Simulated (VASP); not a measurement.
# La2S3O12 (R-3c) in VASP: electric field gradients with PBE

Aim: the electric field gradients of La2S3O12 with PBE.

All numbers are computed with VASP 6.6.1; they aren't measurements. Logs are shortened: lines on timing, memory, paths and dates and some standing lists are left out, and cuts for length are marked.

## Step 1: The cell of the first run

Symmetry: R-3c, No. 167, trigonal system. The conventional cell has a = 9.684 Å, b = 9.684 Å, c = 24.606 Å, α = 90.00°, β = 90.00°, γ = 120.00°. La (site symmetry 3) has 6 O at 2.38 to 2.42 Å within 3.1 Å. S (site symmetry 2) has 4 O at 1.48 to 1.49 Å within 2.0 Å. Within 2.0 Å of O (site symmetry 1) lie 1 S at 1.49 Å. O (site symmetry 1) has 1 S at 1.48 Å within 2.0 Å.

## Step 2: Electric field gradients, PBE

The input, INCAR:

```
ALGO = Normal
EDIFF = 1E-8
ENCUT = 520
GGA = PE
ISIF = 2
ISMEAR = -1
LASPH = True
LCHARG = False
LEFG = True
LREAL = Auto
LWAVE = False
NBANDS = 135
NELM = 100
PREC = Accurate
SIGMA = 0.02
```

The input, KPOINTS:

```
k-points
0
Gamma
  3 3 3
```

The input, POSCAR:

```
La2S3O12
1.0
    4.8421166743      2.7955973654      8.2019223967
   -4.8421166743      2.7955973654      8.2019223967
    0.0000000000     -5.5911947307      8.2019223967
La S O
4 6 24
Direct
    0.8550566000      0.8550566000      0.8550566000
    0.3550566000      0.3550566000      0.3550566000
    0.1449434000      0.1449434000      0.1449434000
    0.6449434000      0.6449434000      0.6449434000
    0.0421180700      0.4578819300      0.7500000000
    0.4578819300      0.7500000000      0.0421180700
    0.7500000000      0.0421180700      0.4578819300
    0.5421180700      0.2500000000      0.9578819300
    0.2500000000      0.9578819300      0.5421180700
    0.9578819300      0.5421180700      0.2500000000
    0.0143560400      0.6069856900      0.7748727500
    0.6069856900      0.7748727500      0.0143560400
    0.7748727500      0.0143560400      0.6069856900
    0.5143560400      0.2748727500      0.1069856900
    0.2748727500      0.1069856900      0.5143560400
    0.1069856900      0.5143560400      0.2748727500
    0.9856439600      0.3930143100      0.2251272500
    0.3930143100      0.2251272500      0.9856439600
    0.2251272500      0.9856439600      0.3930143100
    0.4856439600      0.7251272500      0.8930143100
    0.7251272500      0.8930143100      0.4856439600
    0.8930143100      0.4856439600      0.7251272500
    0.9325670000      0.6944716000      0.0999947600
    0.6944716000      0.0999947600      0.9325670000
    0.0999947600      0.9325670000      0.6944716000
    0.4325670000      0.5999947600      0.1944716000
    0.5999947600      0.1944716000      0.4325670000
    0.1944716000      0.4325670000      0.5999947600
    0.0674330000      0.3055284000      0.9000052400
    0.3055284000      0.9000052400      0.0674330000
    0.9000052400      0.0674330000      0.3055284000
    0.5674330000      0.4000052400      0.8055284000
    0.4000052400      0.8055284000      0.5674330000
    0.8055284000      0.5674330000      0.4000052400
```

Potentials or basis: VASP PAW PBE potentials, release 64 (La, S, O).

On the command line:

```bash
$ cat potpaw_PBE.64/La/POTCAR potpaw_PBE.64/S/POTCAR potpaw_PBE.64/O/POTCAR > POTCAR
$ mpirun -np 1 vasp_std > vasp.out
```

OUTCAR:

```text
EDIFF = 1E-8
   ENCUT = 520
   GGA = PE
   ISIF = 2
   ISMEAR = -1
   LASPH = True
   LREAL = Auto
   NELM = 100
   PREC = Accurate

 ion  position               nearest neighbor table
   1  0.855  0.855  0.855-  24 2.38  23 2.38  25 2.38  11 2.42  13 2.42  12 2.42
   2  0.355  0.355  0.355-  27 2.38  28 2.38  26 2.38  16 2.42  14 2.42  15 2.42
   3  0.145  0.145  0.145-  30 2.38  29 2.38  31 2.38  17 2.42  19 2.42  18 2.42
   4  0.645  0.645  0.645-  33 2.38  34 2.38  32 2.38  22 2.42  20 2.42  21 2.42
   5  0.042  0.458  0.750-  28 1.48  29 1.48  11 1.49  22 1.49
   6  0.458  0.750  0.042-  30 1.48  26 1.48  20 1.49  12 1.49
   7  0.750  0.042  0.458-  27 1.48  31 1.48  13 1.49  21 1.49
   8  0.542  0.250  0.958-  24 1.48  32 1.48  14 1.49  18 1.49
   9  0.250  0.958  0.542-  33 1.48  25 1.48  19 1.49  15 1.49
  10  0.958  0.542  0.250-  23 1.48  34 1.48  16 1.49  17 1.49
  11  0.014  0.607  0.775-   5 1.49   1 2.42
  12  0.607  0.775  0.014-   6 1.49   1 2.42
  13  0.775  0.014  0.607-   7 1.49   1 2.42
  14  0.514  0.275  0.107-   8 1.49   2 2.42
  15  0.275  0.107  0.514-   9 1.49   2 2.42
  16  0.107  0.514  0.275-  10 1.49   2 2.42
[... 16 lines left out ...]
  33  0.400  0.806  0.567-   9 1.48   4 2.38
  34  0.806  0.567  0.400-  10 1.48   4 2.38

  LATTYP: Found a trigonal (rhomboedric) cell.
 ALAT       =     9.9263784694
 COS(alpha) =     0.5240965690

  Lattice vectors:

 A1 = (   4.8421166743,   2.7955973654,   8.2019223967)
 A2 = (  -4.8421166743,   2.7955973654,   8.2019223967)
 A3 = (   0.0000000000,  -5.5911947307,   8.2019223967)

Analysis of symmetry for initial positions (statically):
=====================================================================
 Subroutine PRICEL returns:
 Original cell was already a primitive cell.

 Routine SETGRP: Setting up the symmetry group for a
 trigonal (rhombohedral) supercell.

 Subroutine GETGRP returns: Found 12 space group operations
 (whereof  6 operations were pure point group operations)
 out of a pool of 12 trial point group operations.

The static configuration has the point symmetry S_6 .
 The point group associated with its full space group is D_3d.

Analysis of symmetry for dynamics (positions and initial velocities):
[... 976 lines left out ...]

  FORCE on cell =-STRESS in cart. coord.  units (eV):
  Direction    XX          YY          ZZ          XY          YZ          ZX
  --------------------------------------------------------------------------------------
  -------------------------------------------------------------------------------------
  Total        1.0142947      1.0142947      1.4557465     -0.0000000      0.0000000      0.0000000
  in kB        2.4394840      2.4394840      3.5012213     -0.0000000      0.0000000      0.0000000
  external PRESSURE =       2.7933964 kB  Pullay stress =       0.0000000 kB

 VOLUME and BASIS-vectors are now :
 -----------------------------------------------------------------------------
  energy-cutoff  :      520.00
  volume of cell :      666.16
      direct lattice vectors                 reciprocal lattice vectors
     4.842116674  2.795597365  8.201922397     0.103260626  0.059617550  0.040640879
    -4.842116674  2.795597365  8.201922397    -0.103260626  0.059617550  0.040640879
     0.000000000 -5.591194731  8.201922397     0.000000000 -0.119235101  0.040640879

 POSITION                                       TOTAL-FORCE (eV/Angst)
 -----------------------------------------------------------------------------------
      0.00000      0.00000     21.03932         0.000000     -0.000000     -0.008101
      0.00000      0.00000      8.73644         0.000000     -0.000000     -0.008101
      0.00000      0.00000      3.56644         0.000000      0.000000      0.008101
      0.00000      0.00000     15.86933         0.000000      0.000000      0.008101
     -2.01318     -2.79560     10.25240        -0.147525     -0.000000      0.000000
     -1.41447      3.14126     10.25240         0.073763      0.127760     -0.000000
[... 26 lines left out ...]
     -1.96359      0.19756     14.54173         0.008433      0.040443      0.005284
      1.15289      1.60174     14.54173         0.030808     -0.027525      0.005284
 -----------------------------------------------------------------------------------
    total drift:                               -0.000000      0.000000     -0.000000

  FREE ENERGIE OF THE ION-ELECTRON SYSTEM (eV)
  ---------------------------------------------------
  free  energy   TOTEN  =      -237.0927778225 eV

  energy  without entropy=     -237.0927778225  energy(sigma->0) =     -237.09277782

 Electric field gradients (V/A^2)
---------------------------------------------------------------------
 ion       V_xx      V_yy      V_zz      V_xy      V_xz      V_yz
---------------------------------------------------------------------
   1     -17.655   -17.655    35.311    -0.000    -0.000    -0.000
   2     -17.655   -17.655    35.311     0.000     0.000    -0.000
   3     -17.655   -17.655    35.311    -0.000    -0.000    -0.000
   4     -17.655   -17.655    35.311     0.000     0.000    -0.000
   5      -2.169     0.202     1.967    -0.000    -0.000     3.481
   6      -0.391    -1.576     1.967    -1.027     3.015    -1.741
[... 26 lines left out ...]
  33     129.363   -67.454   -61.909   -20.452    30.070    -3.671
  34      -0.538    62.447   -61.909    95.450   -18.214   -24.206
---------------------------------------------------------------------

 Electric field gradients after diagonalization (V/A^2)
 (convention: |V_zz| > |V_xx| > |V_yy|)
----------------------------------------------------------------------
 ion       V_xx      V_yy      V_zz     asymmetry (V_yy - V_xx)/ V_zz
----------------------------------------------------------------------
   1     -17.655   -17.655    35.311       0.000
   2     -17.655   -17.655    35.311       0.000
   3     -17.655   -17.655    35.311       0.000
   4     -17.655   -17.655    35.311       0.000
   5      -2.507    -2.169     4.676       0.072
   6      -2.507    -2.169     4.676       0.072
[... 26 lines left out ...]
  33     -69.661   -66.438   136.099       0.024
  34     -69.661   -66.438   136.099       0.024
----------------------------------------------------------------------

           NMR quadrupolar parameters

 Cq : quadrupolar parameter    Cq=e*Q*V_zz/h
 eta: asymmetry parameters     (V_yy - V_xx)/ V_zz
 Q  : nuclear electric quadrupole moment in mb (millibarn)
----------------------------------------------------------------------
 ion       Cq(MHz)       eta       Q (mb)
----------------------------------------------------------------------
   1       0.085       0.000       1.000
   2       0.085       0.000       1.000
   3       0.085       0.000       1.000
   4       0.085       0.000       1.000
   5       0.011       0.072       1.000
   6       0.011       0.072       1.000
[... 26 lines left out ...]
  33       0.329       0.024       1.000
  34       0.329       0.024       1.000
----------------------------------------------------------------------
```

OSZICAR:

```text
N       E                     dE             d eps       ncg     rms          rms(c)
DAV:   1     0.387670504488E+04    0.38767E+04   -0.86930E+04  1794   0.200E+03
DAV:   2     0.104490051816E+04   -0.28318E+04   -0.26426E+04  1860   0.586E+02
[... 14 lines left out ...]
DAV:  17    -0.237092777835E+03   -0.10627E-07   -0.66506E-07  2784   0.325E-03    0.449E-03
DAV:  18    -0.237092777832E+03    0.30559E-08   -0.42961E-07  2624   0.210E-03    0.848E-04
DAV:  19    -0.237092777779E+03    0.53213E-07   -0.14479E-07  2296   0.148E-03    0.583E-04
DAV:  20    -0.237092777793E+03   -0.13861E-07   -0.13171E-08  1224   0.667E-04    0.223E-04
DAV:  21    -0.237092777816E+03   -0.22643E-07   -0.12164E-08  1224   0.641E-04    0.245E-04
DAV:  22    -0.237092777822E+03   -0.68612E-08   -0.71807E-09  1224   0.644E-04
   1 F= -.23709278E+03 E0= -.23709278E+03  d E =-.324553E-12
```

It took 30 min on 1 thread of Intel Xeon 6975P-C (Granite Rapids), shared host; peak memory 1.1 GiB.

What came out:

```
Free energy            : -237.0928 eV
Pressure               : 0.3 GPa
Largest force          : 0.148 eV/Å
Band gap on the k mesh : 4.83 eV, direct
```

Forces on the atoms (eV/Å):
```
La   0.000  0.000 -0.008
La   0.000  0.000 -0.008
La   0.000  0.000  0.008
La   0.000  0.000  0.008
S   -0.148  0.000  0.000
S    0.074  0.128  0.000
S    0.074 -0.128  0.000
S   -0.074 -0.128  0.000
S   -0.074  0.128  0.000
S    0.148  0.000  0.000
O   -0.058 -0.027 -0.015
O    0.006  0.063 -0.015
O    0.052 -0.037 -0.015
O   -0.052 -0.037 -0.015
O   -0.006  0.063 -0.015
O    0.058 -0.027 -0.015
O    0.058  0.027  0.015
O   -0.006 -0.063  0.015
O   -0.052  0.037  0.015
O    0.052  0.037  0.015
O    0.006 -0.063  0.015
O   -0.058  0.027  0.015
O    0.031  0.028 -0.005
O    0.008 -0.040 -0.005
O   -0.039  0.013 -0.005
O    0.039  0.013 -0.005
O   -0.008 -0.040 -0.005
O   -0.031  0.028 -0.005
O   -0.031 -0.028  0.005
O   -0.008  0.040  0.005
O    0.039 -0.013  0.005
O   -0.039 -0.013  0.005
O    0.008  0.040  0.005
O    0.031 -0.028  0.005
```

Levels at points of the mesh, in eV from the valence-band top:
```tsv
k point	band 110	band 111	band 112	band 113	band 114	band 115
(0.00, 0.00, 0.00)	-0.05	-0.05	0.00	4.83	4.85	4.86
```

Electric field gradients, principal values (V/Å²):
```csv
atom,least,middle,greatest (by size)
1 La,-17.655,-17.655,35.311
2 La,-17.655,-17.655,35.311
3 La,-17.655,-17.655,35.311
4 La,-17.655,-17.655,35.311
5 S,-2.169,-2.507,4.676
6 S,-2.169,-2.507,4.676
7 S,-2.169,-2.507,4.676
8 S,-2.169,-2.507,4.676
9 S,-2.169,-2.507,4.676
10 S,-2.169,-2.507,4.676
11 O,-68.253,-69.005,137.257
12 O,-68.253,-69.005,137.257
13 O,-68.253,-69.005,137.257
14 O,-68.253,-69.005,137.257
15 O,-68.253,-69.005,137.257
16 O,-68.253,-69.005,137.257
17 O,-68.253,-69.005,137.257
18 O,-68.253,-69.005,137.257
19 O,-68.253,-69.005,137.257
20 O,-68.253,-69.005,137.257
21 O,-68.253,-69.005,137.257
22 O,-68.253,-69.005,137.257
23 O,-66.438,-69.661,136.099
24 O,-66.438,-69.661,136.099
25 O,-66.438,-69.661,136.099
26 O,-66.438,-69.661,136.099
27 O,-66.438,-69.661,136.099
28 O,-66.438,-69.661,136.099
29 O,-66.438,-69.661,136.099
30 O,-66.438,-69.661,136.099
31 O,-66.438,-69.661,136.099
32 O,-66.438,-69.661,136.099
33 O,-66.438,-69.661,136.099
34 O,-66.438,-69.661,136.099
```

Caveat: without QUAD_EFG the Cq values of the log hold for a quadrupole moment of 1 mb, not for the nuclei; spin-orbit coupling is left out, which moves the levels of the heavy elements. A k mesh can miss the band edges.
